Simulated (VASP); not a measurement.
# Mg2Sn (Fm-3m) in VASP: single point with r2SCAN

Aim: the single point of Mg2Sn with r2SCAN.

Program: VASP 6.6.1. These are calculated values, not measurements. Logs are shortened: lines on timing, memory, paths and dates and some standing lists are left out, and cuts for length are marked.

**1. The cell of the first run**

Symmetry: Fm-3m, No. 225, cubic system. The conventional cell has a = 6.826 Å, b = 6.826 Å, c = 6.826 Å, α = 90.00°, β = 90.00°, γ = 90.00°. Within 3.9 Å of Sn (site symmetry m-3m) lie 8 Mg at 2.96 Å. Within 3.9 Å of Mg (site symmetry -43m) lie 4 Sn at 2.96 Å and 6 Mg at 3.41 Å.

**2. Single point, r2SCAN**

Contents of POSCAR:

```
Mg2Sn
1.0
    0.0000000000      3.4128490000      3.4128490000
    3.4128490000      0.0000000000      3.4128490000
    3.4128490000      3.4128490000      0.0000000000
Sn Mg
1 2
Direct
    0.0000000000      0.0000000000      0.0000000000
    0.2500000000      0.2500000000      0.2500000000
    0.7500000000      0.7500000000      0.7500000000
```

Contents of INCAR.step1:

```
SYSTEM = Mg2Sn
  ALGO = Normal
  EDIFF = 1E-5
  ENCUT = 660
  GGA = PE
  GGA_COMPAT = .FALSE.
  ISMEAR = -1
  LASPH = .TRUE.
  LCHARG = .FALSE.
  LREAL = .FALSE.
  LWAVE = .TRUE.
  NBANDS = 16
  NELM = 120
  PREC = Accurate
  SIGMA = 0.1
```

Contents of INCAR.step2:

```
SYSTEM = Mg2Sn
  ALGO = Normal
  EDIFF = 1E-6
  ENCUT = 660
  GGA_COMPAT = .FALSE.
  ISIF = 2
  ISMEAR = -1
  ISTART = 1
  LASPH = .TRUE.
  LCHARG = .FALSE.
  LMIXTAU = .TRUE.
  LREAL = .FALSE.
  LWAVE = .FALSE.
  METAGGA = R2SCAN
  NBANDS = 16
  NELM = 120
  PREC = Accurate
  SIGMA = 0.1
```

Contents of KPOINTS:

```
k-points
0
G
  9 9 9
  0 0 0
```

Potentials or basis: VASP PAW PBE potentials, release 64 (Sn_d, Mg).

Started as:

```sh
$ cat potpaw_PBE.64/Sn_d/POTCAR potpaw_PBE.64/Mg/POTCAR > POTCAR
$ cp INCAR.step1 INCAR
$ mpirun -np 1 vasp_std > vasp.out
$ cp INCAR.step2 INCAR
$ mpirun -np 1 vasp_std > vasp.out
```

OUTCAR:

```text
SYSTEM = Mg2Sn
   EDIFF = 1E-6
   ENCUT = 660
   ISIF = 2
   ISMEAR = -1
   ISTART = 1
   LASPH = .TRUE.
   LREAL = .FALSE.
   METAGGA = R2SCAN
   NELM = 120
   PREC = Accurate

 ion  position               nearest neighbor table
   1  0.000  0.000  0.000-   2 2.96   3 2.96   3 2.96   3 2.96   3 2.96   2 2.96   2 2.96   2 2.96

   2  0.250  0.250  0.250-   1 2.96   1 2.96   1 2.96   1 2.96   3 3.41   3 3.41   3 3.41   3 3.41
                             3 3.41   3 3.41
   3  0.750  0.750  0.750-   1 2.96   1 2.96   1 2.96   1 2.96   2 3.41   2 3.41   2 3.41   2 3.41
                             2 3.41   2 3.41

  LATTYP: Found a face centered cubic cell.
 ALAT       =     6.8256980000

  Lattice vectors:

 A1 = (   0.0000000000,   3.4128490000,   3.4128490000)
 A2 = (   3.4128490000,   0.0000000000,   3.4128490000)
 A3 = (   3.4128490000,   3.4128490000,   0.0000000000)

Analysis of symmetry for initial positions (statically):
=====================================================================
 Subroutine PRICEL returns:
 Original cell was already a primitive cell.

 Routine SETGRP: Setting up the symmetry group for a
 face centered cubic supercell.

 Subroutine GETGRP returns: Found 48 space group operations
 (whereof 48 operations were pure point group operations)
 out of a pool of 48 trial point group operations.

The static configuration has the point symmetry O_h .

Analysis of symmetry for dynamics (positions and initial velocities):
=====================================================================
 Subroutine PRICEL returns:
 Original cell was already a primitive cell.

 Routine SETGRP: Setting up the symmetry group for a
 face centered cubic supercell.

 Subroutine GETGRP returns: Found 48 space group operations
 (whereof 48 operations were pure point group operations)
 out of a pool of 48 trial point group operations.

The dynamic configuration has the point symmetry O_h .

 Subroutine INISYM returns: Found 48 space group operations
 (whereof 48 operations are pure point group operations),
 and found     1 'primitive' translations

----------------------------------------------------------------------------------------

                                     Primitive cell

  volume of cell :      79.5026

  direct lattice vectors                    reciprocal lattice vectors
     0.000000000  3.412849000  3.412849000    -0.146505163  0.146505163  0.146505163
     3.412849000  0.000000000  3.412849000     0.146505163 -0.146505163  0.146505163
     3.412849000  3.412849000  0.000000000     0.146505163  0.146505163 -0.146505163

  length of vectors
     4.826497342  4.826497342  4.826497342     0.253754386  0.253754386  0.253754386

  position of ions in fractional coordinates (direct lattice)
     0.000000000  0.000000000  0.000000000
     0.250000000  0.250000000  0.250000000
     0.750000000  0.750000000  0.750000000

  ion indices of the primitive-cell ions
   primitive index   ion index
                 1           1
                 2           2
                 3           3

----------------------------------------------------------------------------------------

 KPOINTS: k-points

Automatic generation of k-mesh.
 Grid dimensions read from file:
 generate k-points for:    9    9    9

 Generating k-lattice:

  Cartesian coordinates                     Fractional coordinates (reciprocal lattice)
    -0.016278351  0.016278351  0.016278351     0.111111111  0.000000000  0.000000000
     0.016278351 -0.016278351  0.016278351     0.000000000  0.111111111  0.000000000
     0.016278351  0.016278351 -0.016278351     0.000000000  0.000000000  0.111111111

  Length of vectors
     0.028194932  0.028194932  0.028194932

  Shift w.r.t. Gamma in fractional coordinates (k-lattice)
     0.000000000  0.000000000  0.000000000

 Subroutine IBZKPT returns following result:
 ===========================================

 Found     35 irreducible k-points:

 Following reciprocal coordinates:
            Coordinates               Weight
  0.000000  0.000000  0.000000      1.000000
  0.111111  0.000000  0.000000      8.000000
  0.222222  0.000000  0.000000      8.000000
  0.333333  0.000000  0.000000      8.000000
  0.444444  0.000000  0.000000      8.000000
  0.111111  0.111111  0.000000      6.000000
[... 16 lines left out ...]
 -0.333333  0.333333  0.000000     12.000000
  0.444444  0.444444  0.000000      6.000000
 [... further k-points ...]
   k-points           NKPTS =     35   k-points in BZ     NKDIM =     35   number of bands    NBANDS=     16
   number of dos      NEDOS =    301   number of ions     NIONS =      3
   total plane-waves  NPLWV =  64000
   dimension x,y,z NGX =    40 NGY =   40 NGZ =   40
   dimension x,y,z NGXF=    80 NGYF=   80 NGZF=   80
   ions per type =               1   2
   NGX,Y,Z   is equivalent  to a cutoff of  13.78, 13.78, 13.78 a.u.
   NGXF,Y,Z  is equivalent  to a cutoff of  27.56, 27.56, 27.56 a.u.
 SYSTEM =  Mg2Sn
   PREC   = accura    normal or accurate (medium, high low for compatibility)
   ISTART =      1    job   : 0-new  1-cont  2-samecut
   ICHARG =      0    charge: 1-file 2-atom 10-const
   ISPIN  =      1    spin polarized calculation?
   LNONCOLLINEAR =      F non collinear calculations
   LSORBIT =      F    spin-orbit coupling
   LASPH  =      T    aspherical Exc in radial PAW
   ENCUT  =  660.0 eV  48.51 Ry    6.96 a.u.  10.11 10.11 10.11*2*pi/ulx,y,z
   NELM   =    120;   NELMIN=  2; NELMDL=  0     # of ELM steps
   EDIFF  = 0.1E-05   stopping-criterion for ELM
   LREAL  =      F    real-space projection
   EDIFFG = 0.1E-04   stopping-criterion for IOM
   NSW    =      0    number of steps for IOM
   IBRION =     -1    ionic relax: 0-MD 1-quasi-New 2-CG
   NFREE  =      0    steps in history (QN), initial steepest desc. (CG)
   ISIF   =      2    stress and relaxation
   ISYM   =      2    0-nonsym 1-usesym 2-fastsym
   POTIM  = 0.5000    time-step for ionic-motion
   TEBEG  =    0.0;   TEEND  =   0.0 temperature during run
   PSTRESS=    0.0 pullay stress
   NELECT =      18.0000    total number of electrons
   NUPDOWN=      -1.0000    fix difference up-down
   EMIN   =  10.00;   EMAX   =-10.00  energy-range for DOS
   EFERMI =   0.00;   METHOD = LEGACY
   ISMEAR =    -1;   SIGMA  =   0.10  broadening in eV -4-tet -1-fermi 0-gaus
   EFERMI_NEDOS =   21; number of points for ismear=-14 and -15
   IALGO  =     38    algorithm
   IMIX   =      4    mixing-type and parameters
     AMIX     =   0.40;   BMIX     =  1.00
     AMIX_MAG =   1.60;   BMIX_MAG =  1.00
  volume/ion in A,a.u.               =      26.50       178.84
  Fermi-wavevector in a.u.,A,eV,Ry     =   0.997789  1.885547 13.545720  0.995582
  Thomas-Fermi vector in A             =   2.129969
   LORBIT       =      0    0 simple, 1 ext, 2 COOP (PROOUT), +10 PAW based schemes
   METAGGA = R2SCAN    functional components
   LHFCALC =     F    Hartree Fock is set to
   AEXX    =    0.0000 exact exchange contribution
   IVDW    =     0    specifies the selected vdW correction
   LEPSILON=     F    determine dielectric tensor
   LRPA    =     F    only Hartree local field effects (RPA)
 non-spin polarized calculation
  energy-cutoff  :      660.00
  volume of cell :       79.50
 maximum number of plane-waves:      3119
   NGX = 21   NGY = 21   NGZ = 21

 number of electron      18.0000004 magnetization

 Free energy of the ion-electron system (eV)
  ---------------------------------------------------
  ext. energy  EPLUGINS =         0.00000000
  ---------------------------------------------------
  free energy    TOTEN  =       -33.82045534 eV

  energy without entropy =      -33.81442119  energy(sigma->0) =      -33.81743827

 E-fermi :   4.0828     XC(G=0):  -9.1874

 val. band max:        3.9867782844   @ k =   0.0000   0.0000   0.0000
 cond. band min:       4.1519263756   @ k =   0.4444   0.4444   0.0000
 fundamental gap:      0.1651480912
 Fermi energy:         4.0827612767

 k-point     1 :       0.0000    0.0000    0.0000
  band No.  band energies     occupation
      1     -17.4677      2.00000
      2     -17.4677      2.00000
      3     -17.4677      2.00000
      4     -17.4237      2.00000
      5     -17.4237      2.00000
      6      -5.3691      2.00000
[... 8 lines left out ...]
     15       9.7066      0.00000
     16       9.7066      0.00000

 k-point     2 :       0.1111    0.0000    0.0000
  band No.  band energies     occupation
      1     -17.4676      2.00000
      2     -17.4673      2.00000
      3     -17.4673      2.00000
      4     -17.4236      2.00000
      5     -17.4236      2.00000
      6      -5.2663      2.00000
[... 8 lines left out ...]
     15       8.9940      0.00000
     16       9.2938      0.00000

 k-point     3 :       0.2222    0.0000    0.0000
  band No.  band energies     occupation
      1     -17.4673      2.00000
      2     -17.4662      2.00000
      3     -17.4662      2.00000
      4     -17.4234      2.00000
      5     -17.4234      2.00000
      6      -4.9710      2.00000
[... 8 lines left out ...]
     15       8.7482      0.00000
     16       9.2884      0.00000

 k-point     4 :       0.3333    0.0000    0.0000
  band No.  band energies     occupation
      1     -17.4669      2.00000
      2     -17.4650      2.00000
      3     -17.4650      2.00000
      4     -17.4232      2.00000
      5     -17.4232      2.00000
      6      -4.5395      2.00000
[... 8 lines left out ...]
     15       9.5718      0.00000
     16      10.0929      0.00000
[... 324 lines left out ...]
 k-point    22 :      -0.4444    0.3333    0.0000
  band No.  band energies     occupation
      1     -17.4687      2.00000
      2     -17.4621      2.00000
      3     -17.4614      2.00000
      4     -17.4249      2.00000
      5     -17.4213      2.00000
      6      -3.6484      2.00000
[... 8 lines left out ...]
     15      11.0851      0.00000
     16      12.9830      0.00000

 k-point    23 :      -0.3333    0.3333    0.0000
  band No.  band energies     occupation
      1     -17.4669      2.00000
      2     -17.4635      2.00000
      3     -17.4622      2.00000
      4     -17.4241      2.00000
      5     -17.4221      2.00000
      6      -3.7006      2.00000
[... 8 lines left out ...]
     15       9.3189      0.00000
     16      12.8271      0.00000

 k-point    24 :       0.4444    0.4444    0.0000
  band No.  band energies     occupation
      1     -17.4708      2.00000
      2     -17.4606      2.00000
      3     -17.4606      2.00000
      4     -17.4258      2.00000
      5     -17.4204      2.00000
      6      -3.6680      2.00000
[... 8 lines left out ...]
     15      12.6305      0.00000
     16      13.0736      0.00000

 [... further k-points ...]

------------------------ aborting loop because EDIFF is reached ----------------------------------------

  FORCE on cell =-STRESS in cart. coord.  units (eV):
  Direction    XX          YY          ZZ          XY          YZ          ZX
  --------------------------------------------------------------------------------------
  -------------------------------------------------------------------------------------
  Total       -0.6868061     -0.6868061     -0.6868061     -0.0000000      0.0000000      0.0000000
  in kB      -13.8408747    -13.8408747    -13.8408747     -0.0000000      0.0000000      0.0000000
  external PRESSURE =     -13.8408747 kB  Pullay stress =       0.0000000 kB

 VOLUME and BASIS-vectors are now :
 -----------------------------------------------------------------------------
  energy-cutoff  :      660.00
  volume of cell :       79.50
      direct lattice vectors                 reciprocal lattice vectors
     0.000000000  3.412849000  3.412849000    -0.146505163  0.146505163  0.146505163
     3.412849000  0.000000000  3.412849000     0.146505163 -0.146505163  0.146505163
     3.412849000  3.412849000  0.000000000     0.146505163  0.146505163 -0.146505163

 POSITION                                       TOTAL-FORCE (eV/Angst)
 -----------------------------------------------------------------------------------
      0.00000      0.00000      0.00000        -0.000000      0.000000      0.000000
      1.70642      1.70642      1.70642        -0.000000     -0.000000     -0.000000
      5.11927      5.11927      5.11927         0.000000      0.000000     -0.000000
 -----------------------------------------------------------------------------------
    total drift:                               -0.000000      0.000000      0.000000

  FREE ENERGIE OF THE ION-ELECTRON SYSTEM (eV)
  ---------------------------------------------------
  free  energy   TOTEN  =       -33.8204553449 eV

  energy  without entropy=      -33.8144211917  energy(sigma->0) =      -33.81743827
```

Wall time 2.4 min (1 thread of Intel Xeon Platinum 8488C (Sapphire Rapids), shared host); peak memory 0.29 GiB.

What came out:

* Free energy: -33.8205 eV
* Pressure: -1.4 GPa

Caveat: the PAW data sets were made with another functional, which shifts forces and pressure a little; spin-orbit coupling is left out, which moves the levels of the heavy elements.
